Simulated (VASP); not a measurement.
Here is a VASP 6.6.1 calculation.

The input INCAR:

```
SYSTEM = SiC
ALGO = Normal
EDIFF = 1E-6
ENCUT = 520
GGA = PS
ISIF = 2
ISMEAR = 0
LASPH = .TRUE.
LCHARG = .FALSE.
LREAL = .FALSE.
LWAVE = .FALSE.
NBANDS = 11
NELM = 60
PREC = Accurate
SIGMA = 0.01
```

KPOINTS

```
k-points
0
G
  10 10 10
  0 0 0
```

Contents of POSCAR:

```
SiC
1.0
    0.0000000000      2.1784203175      2.1784203175
    2.1784203175      0.0000000000      2.1784203175
    2.1784203175      2.1784203175      0.0000000000
Si C
1 1
Direct
    0.0000000000      0.0000000000      0.0000000000
    0.2500000000      0.2500000000      0.2500000000
```

Potentials or basis: VASP PAW PBE potentials, release 64 (Si, C).

The run is started by

```sh
$ cat potpaw_PBE.64/Si/POTCAR potpaw_PBE.64/C/POTCAR > POTCAR
$ mpirun -np 1 vasp_std > vasp.out
```

(1) What does it give for the pressure?

(2) Estimate the band gap on the k mesh.

Results:

(1) 0.4 GPa.

(2) 1.23 eV, indirect (least direct gap 4.44 eV).

Caveat: the PAW data sets were made with another functional, which shifts forces and pressure a little.
